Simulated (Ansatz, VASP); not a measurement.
Y: VASP beside Ansatz

File INCAR:

```
SYSTEM = Y
ALGO     = Normal         ! electronic algorithm
EDIFF    = 1E-7           ! SCF threshold, eV
EDIFFG   = -0.002         ! ionic threshold
ENCUT    = 500            ! plane-wave cutoff, eV
GGA_COMPAT= .False.      
IBRION   = 2              ! ionic algorithm
ISIF     = 3              ! what is computed and relaxed
ISMEAR   = 0              ! smearing method
LASPH    = .True.         ! aspherical terms in the spheres
LCHARG   = .False.        ! write CHGCAR
LREAL    = .False.        ! projectors in reciprocal space
LWAVE    = .False.        ! write WAVECAR
NELM     = 120            ! most SCF steps
NELMIN   = 4            
NSW      = 100            ! ionic steps
PREC     = Accurate       ! precision mode
SIGMA    = 0.1            ! smearing width, eV
```

Contents of KPOINTS:

```
k-points
0
Gamma
  21 21 12
  0 0 0
```

POSCAR

```
Y
1.0
    3.5405773846      0.0000000028      0.0000000000
   -1.7702886947      3.0662299577      0.0000000000
    0.0000000000      0.0000000000      5.5124687916
Y
2
Direct
    0.3333333333      0.6666666667      0.2500000000
    0.6666666667      0.3333333333      0.7500000000
```

Input for Ansatz:

```yaml
crystal:
  lattice:
    - [3.5405773846, 2.8e-09, 0.0]
    - [-1.7702886947, 3.0662299577, 0.0]
    - [0.0, 0.0, 5.5124687916]
  atoms:
    - { symbol: "Y", position: [0.3333333333, 0.6666666667, 0.25] }
    - { symbol: "Y", position: [0.6666666667, 0.3333333333, 0.75] }
basis:
  ecutwfc: 420
kpoints:
  mp_grid: { grid: [21, 21, 12] }
hamiltonian:
  xc: lda
  pseudopotentials: { kind: paw, azcp: { folder: soft_1 } }
scf:
  occupations: { method: gaussian, width: 0.1 }
output:
  forces: true
  stress: true
  eigenvalues: true
  write_density: true
  write_potential: true
  elf: true
  volumetric_format: npy
relax:
  adjacent_minimum: "off"
  f_tol: 0.002
  max_steps: 80
  cell: { stress_tol: 0.02 }
```

Alike in both runs: task relaxation of cell and atoms; functional LDA; k mesh 21 × 21 × 12; occupations gaussian, width 0.1 eV; no spin polarisation.

|  | VASP | Ansatz |
| --- | --- | --- |
| version | VASP 6.6.1 | Ansatz 0.2.0 |
| potentials or method | VASP PAW LDA potentials, release 64 (Y_sv), cutoff 500 eV | scalar-relativistic, plane waves, PAW |
| valence electrons in the cell | 22 | 22 |

VASP gave:

- gap on the k mesh at the Fermi level, each at its own relaxed structure (eV): none
- relaxed volume (Å³/atom): 29.82
- relaxed length of the cell vector where the two differ most in proportion (Å): 3.536

Problem. Which values does Ansatz return?

Solution. gap on the k mesh at the Fermi level, each at its own relaxed structure (eV): none; relaxed volume (Å³/atom): 29.92; relaxed length of the cell vector where the two differ most in proportion (Å): 3.541.

Ansatz warns that its potentials were made for another functional, while VASP's fit it. LDA's correlation is that of Perdew and Zunger in VASP and of Perdew and Wang (1992) in Ansatz. A gap of «none» marks a metal or a gap that the smearing closes.
